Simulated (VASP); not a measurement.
# Al (Im-3m) in VASP: notebook

Runs on Al. Level: r2SCAN. Tasks: single point.

Everything below comes from runs of VASP 6.6.1. Logs are shortened: lines on timing, memory, paths and dates and some standing lists are left out, and cuts for length are marked.

**1. The cell of the first run**

It takes space group Im-3m (No. 229, cubic). Conventional cell: a = 3.124 Å, b = 3.124 Å, c = 3.124 Å, α = 90.00°, β = 90.00°, γ = 90.00°. Al (site symmetry m-3m) has 14 Al at 2.71 to 3.12 Å within 3.6 Å.

**2. Single point, r2SCAN (volume scaled by 0.94)**

Input file POSCAR:

```
Al
1.0
   -1.5618213088      1.5618213088      1.5618213088
    1.5618213088     -1.5618213088      1.5618213088
    1.5618213088      1.5618213088     -1.5618213088
Al
1
Direct
    0.0000000000      0.0000000000      0.0000000000
```

Input file INCAR.step1:

```
SYSTEM = Al
ALGO     = Normal         ! electronic algorithm
EDIFF    = 1E-4           ! SCF threshold, eV
ENCUT    = 520            ! plane-wave cutoff, eV
GGA      = PE             ! functional
ISMEAR   = 0              ! smearing method
LASPH    = .True.         ! aspherical terms in the spheres
LCHARG   = .False.        ! write CHGCAR
LREAL    = .False.        ! projectors in reciprocal space
LWAVE    = .True.         ! write WAVECAR
NBANDS   = 8              ! bands
NELM     = 100            ! most SCF steps
PREC     = Accurate       ! precision mode
SIGMA    = 0.1            ! smearing width, eV
```

Input file INCAR.step2:

```
SYSTEM = Al
ALGO     = Normal         ! electronic algorithm
EDIFF    = 1E-6           ! SCF threshold, eV
ENCUT    = 520            ! plane-wave cutoff, eV
ISIF     = 2              ! what is computed and relaxed
ISMEAR   = 0              ! smearing method
ISTART   = 1            
LASPH    = .True.         ! aspherical terms in the spheres
LCHARG   = .False.        ! write CHGCAR
LMIXTAU  = .True.       
LREAL    = .False.        ! projectors in reciprocal space
LWAVE    = .False.        ! write WAVECAR
METAGGA  = R2SCAN         ! meta-GGA
NBANDS   = 8              ! bands
NELM     = 100            ! most SCF steps
PREC     = Accurate       ! precision mode
SIGMA    = 0.1            ! smearing width, eV
```

Input file KPOINTS:

```
k-points
0
Gamma
  18 18 18
  0 0 0
```

Potentials or basis: VASP PAW PBE potentials, release 64 (Al).

Launch:

```bash
$ cat potpaw_PBE.64/Al/POTCAR > POTCAR
$ cp INCAR.step1 INCAR
$ mpirun -np 1 vasp_std > vasp.out
$ cp INCAR.step2 INCAR
$ mpirun -np 1 vasp_std > vasp.out
```

OUTCAR:

```text
SYSTEM = Al
   EDIFF = 1E-6
   ENCUT = 520
   ISIF = 2
   ISMEAR = 0
   ISTART = 1
   LASPH = .True.
   LREAL = .False.
   METAGGA = R2SCAN
   NELM = 100
   PREC = Accurate

 ion  position               nearest neighbor table
   1  0.000  0.000  0.000-

  LATTYP: Found a body centered cubic cell.
 ALAT       =     3.1236426176

  Lattice vectors:

 A1 = (  -1.5618213088,   1.5618213088,   1.5618213088)
 A2 = (   1.5618213088,  -1.5618213088,   1.5618213088)
 A3 = (   1.5618213088,   1.5618213088,  -1.5618213088)

Analysis of symmetry for initial positions (statically):
=====================================================================
 Subroutine PRICEL returns:
 Original cell was already a primitive cell.

 Routine SETGRP: Setting up the symmetry group for a
 body centered cubic supercell.

 Subroutine GETGRP returns: Found 48 space group operations
 (whereof 48 operations were pure point group operations)
 out of a pool of 48 trial point group operations.

The static configuration has the point symmetry O_h .

Analysis of symmetry for dynamics (positions and initial velocities):
=====================================================================
 Subroutine PRICEL returns:
 Original cell was already a primitive cell.

 Routine SETGRP: Setting up the symmetry group for a
 body centered cubic supercell.

 Subroutine GETGRP returns: Found 48 space group operations
 (whereof 48 operations were pure point group operations)
 out of a pool of 48 trial point group operations.

The dynamic configuration has the point symmetry O_h .

 Subroutine INISYM returns: Found 48 space group operations
 (whereof 48 operations are pure point group operations),
 and found     1 'primitive' translations

----------------------------------------------------------------------------------------

                                     Primitive cell

  volume of cell :      15.2389

  direct lattice vectors                    reciprocal lattice vectors
    -1.561821309  1.561821309  1.561821309     0.000000000  0.320139056  0.320139056
     1.561821309 -1.561821309  1.561821309     0.320139056  0.000000000  0.320139056
     1.561821309  1.561821309 -1.561821309     0.320139056  0.320139056  0.000000000

  length of vectors
     2.705153859  2.705153859  2.705153859     0.452744995  0.452744995  0.452744995

  position of ions in fractional coordinates (direct lattice)
     0.000000000  0.000000000  0.000000000

  ion indices of the primitive-cell ions
   primitive index   ion index
                 1           1

----------------------------------------------------------------------------------------

 KPOINTS: k-points

Automatic generation of k-mesh.
 Grid dimensions read from file:
 generate k-points for:   18   18   18

 Generating k-lattice:

  Cartesian coordinates                     Fractional coordinates (reciprocal lattice)
     0.000000000  0.017785503  0.017785503     0.055555556  0.000000000  0.000000000
     0.017785503  0.000000000  0.017785503     0.000000000  0.055555556  0.000000000
     0.017785503  0.017785503  0.000000000     0.000000000  0.000000000  0.055555556

  Length of vectors
     0.025152500  0.025152500  0.025152500

  Shift w.r.t. Gamma in fractional coordinates (k-lattice)
     0.000000000  0.000000000  0.000000000

 Subroutine IBZKPT returns following result:
 ===========================================

 Found    195 irreducible k-points:

 Following reciprocal coordinates:
            Coordinates               Weight
  0.000000  0.000000  0.000000      1.000000
  0.055556  0.000000  0.000000     12.000000
  0.111111  0.000000  0.000000     12.000000
  0.166667  0.000000  0.000000     12.000000
  0.222222  0.000000  0.000000     12.000000
  0.277778  0.000000  0.000000     12.000000
[... 16 lines left out ...]
  0.333333  0.111111  0.000000     48.000000
  0.388889  0.111111  0.000000     48.000000
 [... further k-points ...]
   k-points           NKPTS =    195   k-points in BZ     NKDIM =    195   number of bands    NBANDS=      8
   number of dos      NEDOS =    301   number of ions     NIONS =      1
   total plane-waves  NPLWV =   8000
   dimension x,y,z NGX =    20 NGY =   20 NGZ =   20
   dimension x,y,z NGXF=    40 NGYF=   40 NGZF=   40
   ions per type =               1
   NGX,Y,Z   is equivalent  to a cutoff of  12.29, 12.29, 12.29 a.u.
   NGXF,Y,Z  is equivalent  to a cutoff of  24.58, 24.58, 24.58 a.u.
 SYSTEM =  Al
   PREC   = accura    normal or accurate (medium, high low for compatibility)
   ISTART =      1    job   : 0-new  1-cont  2-samecut
   ICHARG =      0    charge: 1-file 2-atom 10-const
   ISPIN  =      1    spin polarized calculation?
   LNONCOLLINEAR =      F non collinear calculations
   LSORBIT =      F    spin-orbit coupling
   LASPH  =      T    aspherical Exc in radial PAW
   ENCUT  =  520.0 eV  38.22 Ry    6.18 a.u.   5.03  5.03  5.03*2*pi/ulx,y,z
   NELM   =    100;   NELMIN=  2; NELMDL=  0     # of ELM steps
   EDIFF  = 0.1E-05   stopping-criterion for ELM
   LREAL  =      F    real-space projection
   EDIFFG = 0.1E-04   stopping-criterion for IOM
   NSW    =      0    number of steps for IOM
   IBRION =     -1    ionic relax: 0-MD 1-quasi-New 2-CG
   NFREE  =      0    steps in history (QN), initial steepest desc. (CG)
   ISIF   =      2    stress and relaxation
   ISYM   =      2    0-nonsym 1-usesym 2-fastsym
   POTIM  = 0.5000    time-step for ionic-motion
   TEBEG  =    0.0;   TEEND  =   0.0 temperature during run
   PSTRESS=    0.0 pullay stress
   NELECT =       3.0000    total number of electrons
   NUPDOWN=      -1.0000    fix difference up-down
   EMIN   =  10.00;   EMAX   =-10.00  energy-range for DOS
   EFERMI =   0.00;   METHOD = LEGACY
   ISMEAR =     0;   SIGMA  =   0.10  broadening in eV -4-tet -1-fermi 0-gaus
   EFERMI_NEDOS =   21; number of points for ismear=-14 and -15
   IALGO  =     38    algorithm
   IMIX   =      4    mixing-type and parameters
     AMIX     =   0.40;   BMIX     =  1.00
     AMIX_MAG =   1.60;   BMIX_MAG =  1.00
  volume/ion in A,a.u.               =      15.24       102.84
  Fermi-wavevector in a.u.,A,eV,Ry     =   0.952351  1.799683 12.340120  0.906973
  Thomas-Fermi vector in A             =   2.080906
   LORBIT       =      0    0 simple, 1 ext, 2 COOP (PROOUT), +10 PAW based schemes
   METAGGA = R2SCAN    functional components
   LHFCALC =     F    Hartree Fock is set to
   AEXX    =    0.0000 exact exchange contribution
   IVDW    =     0    specifies the selected vdW correction
   LEPSILON=     F    determine dielectric tensor
   LRPA    =     F    only Hartree local field effects (RPA)
 non-spin polarized calculation
 Gauss-broadening in eV      SIGMA  =   0.10
  energy-cutoff  :      520.00
  volume of cell :       15.24
 maximum number of plane-waves:       426
   NGX =  9   NGY =  9   NGZ =  9

 number of electron       3.0000000 magnetization

 Free energy of the ion-electron system (eV)
  ---------------------------------------------------
  ext. energy  EPLUGINS =         0.00000000
  ---------------------------------------------------
  free energy    TOTEN  =        -6.61183756 eV

  energy without entropy =       -6.60976686  energy(sigma->0) =       -6.61080221

 E-fermi :   8.9324     XC(G=0): -11.2167

 val. band max:        8.9094711560   @ k =  -0.3889   0.3889   0.1667
 cond. band min:       8.9585707068   @ k =  -0.3889   0.4444   0.2222
 fundamental gap:      0.0490995508
 Fermi energy:         8.9324014127

 k-point     1 :       0.0000    0.0000    0.0000
  band No.  band energies     occupation
      1      -3.5465      2.00000
      2      23.4265      0.00000
      3      23.4265      0.00000
      4      23.4265      0.00000
      5      26.0889      0.00000
      6      26.0889      0.00000
      7      26.0889      0.00000
      8      26.7928      0.00000

 k-point     2 :       0.0556    0.0000    0.0000
  band No.  band energies     occupation
      1      -3.4471      2.00000
      2      22.3184      0.00000
      3      22.8938      0.00000
      4      22.9965      0.00000
      5      25.3434      0.00000
      6      25.8753      0.00000
      7      26.4204      0.00000
      8      26.7838      0.00000

 k-point     3 :       0.1111    0.0000    0.0000
  band No.  band energies     occupation
      1      -3.1493      2.00000
      2      19.9877      0.00000
      3      21.9494      0.00000
      4      22.0580      0.00000
      5      24.2249      0.00000
      6      25.0975      0.00000
      7      26.8604      0.00000
      8      27.4191      0.00000

 k-point     4 :       0.1667    0.0000    0.0000
  band No.  band energies     occupation
      1      -2.6544      2.00000
      2      17.4209      0.00000
      3      21.0248      0.00000
      4      21.0300      0.00000
      5      23.1656      0.00000
      6      24.3930      0.00000
      7      27.4771      0.00000
      8      27.8187      0.00000

 k-point     5 :       0.2222    0.0000    0.0000
  band No.  band energies     occupation
      1      -1.9648      2.00000
      2      14.8943      0.00000
      3      20.0684      0.00000
      4      20.2263      0.00000
      5      22.2422      0.00000
      6      23.7225      0.00000
      7      28.2511      0.00000
      8      28.3410      0.00000

 k-point     6 :       0.2778    0.0000    0.0000
  band No.  band energies     occupation
      1      -1.0834      2.00000
      2      12.4827      0.00000
      3      19.2526      0.00000
      4      19.5613      0.00000
      5      21.4772      0.00000
      6      23.1111      0.00000
      7      28.9923      0.00000
      8      29.1905      0.00000

 k-point     7 :       0.3333    0.0000    0.0000
  band No.  band energies     occupation
      1      -0.0147      2.00000
      2      10.2143      0.00000
      3      18.6039      0.00000
      4      19.0421      0.00000
      5      20.8789      0.00000
      6      22.5953      0.00000
      7      29.7603      0.00000
      8      30.2913      0.00000
[... 133 lines left out ...]
 k-point    20 :       0.1667    0.1111   -0.0000
  band No.  band energies     occupation
      1      -1.6703      2.00000
      2      15.0754      0.00000
      3      16.8059      0.00000
      4      19.9417      0.00000
      5      23.6175      0.00000
      6      24.9815      0.00000
      7      27.5013      0.00000
      8      29.4218      0.00000

 k-point    21 :       0.2222    0.1111    0.0000
  band No.  band energies     occupation
      1      -0.7909      2.00000
      2      12.7124      0.00000
      3      15.9839      0.00000
      4      19.2338      0.00000
      5      22.9512      0.00000
      6      25.2123      0.00000
      7      27.3999      0.00000
      8      30.8998      0.00000

 k-point    22 :       0.2778    0.1111    0.0000
  band No.  band energies     occupation
      1       0.2753      2.00000
      2      10.4661      0.00000
      3      15.3511      0.00000
      4      18.6693      0.00000
      5      22.3892      0.00000
      6      25.1781      0.00000
      7      27.8297      0.00000
      8      32.1028      0.00000

 k-point    23 :       0.3333    0.1111    0.0000
  band No.  band energies     occupation
      1       1.5214      2.00000
      2       8.3697      2.00000
      3      14.8990      0.00000
      4      18.2606      0.00000
      5      21.9734      0.00000
      6      24.9977      0.00000
      7      28.6650      0.00000
      8      32.8094      0.00000

 k-point    24 :       0.3889    0.1111    0.0000
  band No.  band energies     occupation
      1       2.9282      2.00000
      2       6.4509      2.00000
      3      14.6274      0.00000
      4      18.0135      0.00000
      5      21.7195      0.00000
      6      24.8439      0.00000
      7      29.6667      0.00000
      8      32.5228      0.00000

 [... further k-points ...]
[... 5 lines left out ...]
  --------------------------------------------------------------------------------------
  -------------------------------------------------------------------------------------
  Total        0.5136583      0.5136583      0.5136583     -0.0000000     -0.0000000      0.0000000
  in kB       54.0046094     54.0046094     54.0046094     -0.0000000     -0.0000000      0.0000000
  external PRESSURE =      54.0046094 kB  Pullay stress =       0.0000000 kB

 VOLUME and BASIS-vectors are now :
 -----------------------------------------------------------------------------
  energy-cutoff  :      520.00
  volume of cell :       15.24
      direct lattice vectors                 reciprocal lattice vectors
    -1.561821309  1.561821309  1.561821309     0.000000000  0.320139056  0.320139056
     1.561821309 -1.561821309  1.561821309     0.320139056  0.000000000  0.320139056
     1.561821309  1.561821309 -1.561821309     0.320139056  0.320139056  0.000000000

 POSITION                                       TOTAL-FORCE (eV/Angst)
 -----------------------------------------------------------------------------------
      0.00000      0.00000      0.00000        -0.000000      0.000000     -0.000000
 -----------------------------------------------------------------------------------
    total drift:                                0.000000      0.000000     -0.000000

  FREE ENERGIE OF THE ION-ELECTRON SYSTEM (eV)
  ---------------------------------------------------
  free  energy   TOTEN  =        -6.6118375638 eV

  energy  without entropy=       -6.6097668602  energy(sigma->0) =       -6.61080221
```

It took 26 s on 1 thread of Intel Xeon 6975P-C (Granite Rapids), shared host; peak memory 0.13 GiB.

Results:

```
Free energy : -6.6118 eV
Pressure    : 5.4 GPa
```

Levels at points of the mesh, in eV from the Fermi level:
```csv
k point,band 1,band 2,band 3,band 4,band 5
"(0.00, 0.00, 0.00)",-12.48,14.49,14.49,14.49,17.16
"(0.50, 0.00, 0.00)",-5.07,-4.15,8.82,9.44,11.17
"(0.50, 0.50, 0.50)",2.11,2.11,2.11,2.79,2.79
```

Caveat: the cell differs from its parent crystal (volume scaled by 0.94); the PAW data sets were made with another functional, which shifts forces and pressure a little.

**3. Single point, r2SCAN (volume scaled by 0.97)**

Input file POSCAR:

```
Al
1.0
   -1.5782627414      1.5782627414      1.5782627414
    1.5782627414     -1.5782627414      1.5782627414
    1.5782627414      1.5782627414     -1.5782627414
Al
1
Direct
    0.0000000000      0.0000000000      0.0000000000
```

Edit INCAR.step1 of step 2 so:

```diff
@@ -11,3 +11,3 @@
 NBANDS   = 8              ! bands
-NELM     = 100            ! most SCF steps
+NELM     = 60             ! most SCF steps
 PREC     = Accurate       ! precision mode
```

Edit INCAR.step2 of step 2 so:

```diff
@@ -14,3 +14,3 @@
 NBANDS   = 8              ! bands
-NELM     = 100            ! most SCF steps
+NELM     = 60             ! most SCF steps
 PREC     = Accurate       ! precision mode
```

KPOINTS is that of step 2.

Potentials or basis: VASP PAW PBE potentials, release 64 (Al).

Launch:

```bash
$ cat potpaw_PBE.64/Al/POTCAR > POTCAR
$ cp INCAR.step1 INCAR
$ mpirun -np 1 vasp_std > vasp.out
$ cp INCAR.step2 INCAR
$ mpirun -np 1 vasp_std > vasp.out
```

Wall time 25 s (1 thread of Intel Xeon 6975P-C (Granite Rapids), shared host); peak memory 0.13 GiB.

Results (log left out):

| Quantity | Value |
| --- | --- |
| Free energy | -6.6233 eV |
| Pressure | 2.3 GPa |

Levels at points of the mesh, in eV from the Fermi level:
```
           k point  band 1  band 2  band 3  band 4
(0.00, 0.00, 0.00)  -12.24   14.30   14.30   14.30
(0.50, 0.00, 0.00)   -4.94   -4.10    8.76    9.18
(0.50, 0.50, 0.50)    2.06    2.06    2.06    2.85
```

Caveat: the cell differs from its parent crystal (volume scaled by 0.97); the PAW data sets were made with another functional, which shifts forces and pressure a little.

**4. Single point, r2SCAN**

This run uses another cell than the first one, of 16.21 Å³/atom, 1.064 times its volume.

Input file POSCAR:

```
Al
1.0
   -1.5943685756      1.5943685756      1.5943685756
    1.5943685756     -1.5943685756      1.5943685756
    1.5943685756      1.5943685756     -1.5943685756
Al
1
Direct
    0.0000000000      0.0000000000      0.0000000000
```

Input file INCAR.step1:

```
ALGO = Normal ; EDIFF = 1E-4
ENCUT = 520 ; GGA = PE
ISMEAR = 0 ; LASPH = T
LCHARG = F ; LREAL = F
LWAVE = T ; NBANDS = 8
NELM = 60 ; PREC = Accurate
SIGMA = 0.1
```

Input file INCAR.step2:

```
ALGO = Normal ; EDIFF = 1E-7
ENCUT = 520 ; ISIF = 2
ISMEAR = 0 ; ISTART = 1
LASPH = T ; LCHARG = T
LELF = T ; LMIXTAU = T
LREAL = F ; LVHAR = T
LWAVE = F ; METAGGA = R2SCAN
NBANDS = 8 ; NELM = 60
PREC = Accurate ; SIGMA = 0.1
```

Input file KPOINTS:

```
k-points
0
Gamma
  18 18 18
```

Launch:

```bash
$ cat potpaw_PBE.64/Al/POTCAR > POTCAR
$ cp INCAR.step1 INCAR
$ mpirun -np 1 vasp_std > vasp.out
$ cp INCAR.step2 INCAR
$ mpirun -np 1 vasp_std > vasp.out
```

Run time: 27 s. Hardware: 1 thread of Intel Xeon 6975P-C (Granite Rapids), shared host; peak memory 0.14 GiB.

It converged, with:

```yaml
Free_energy: -6.6261 eV
Pressure: -0.3 GPa
```

Levels at points of the mesh, in eV from the Fermi level:
```csv
k point,band 1,band 2,band 3,band 4,band 5
"(0.00, 0.00, 0.00)",-12.02,14.12,14.12,14.12,16.16
"(0.50, 0.00, 0.00)",-4.81,-4.06,8.69,8.93,10.73
"(0.50, 0.50, 0.50)",2.01,2.01,2.01,2.91,2.91
```

Caveat: the PAW data sets were made with another functional, which shifts forces and pressure a little.

**5. Overview**

| cell | gap on the mesh (eV) | pressure (GPa) |
| --- | --- | --- |
| a = 2.705 Å, angles 109.5°, 1 atom | none | 5.4 |
| a = 2.734 Å, angles 109.5°, 1 atom | none | 2.3 |
| a = 2.762 Å, angles 109.5°, 1 atom | none | -0.3 |

Alike in all rows: task single point; level r2SCAN; potentials or basis VASP PAW PBE potentials, release 64 (Al); no spin polarisation; k mesh 18 × 18 × 18; cutoff (eV) 520; smearing gaussian 0.1 eV.

Caveats: the PAW data sets were made with another functional, which shifts forces and pressure a little.

Absolute energies hang on the potentials; compare differences alone.
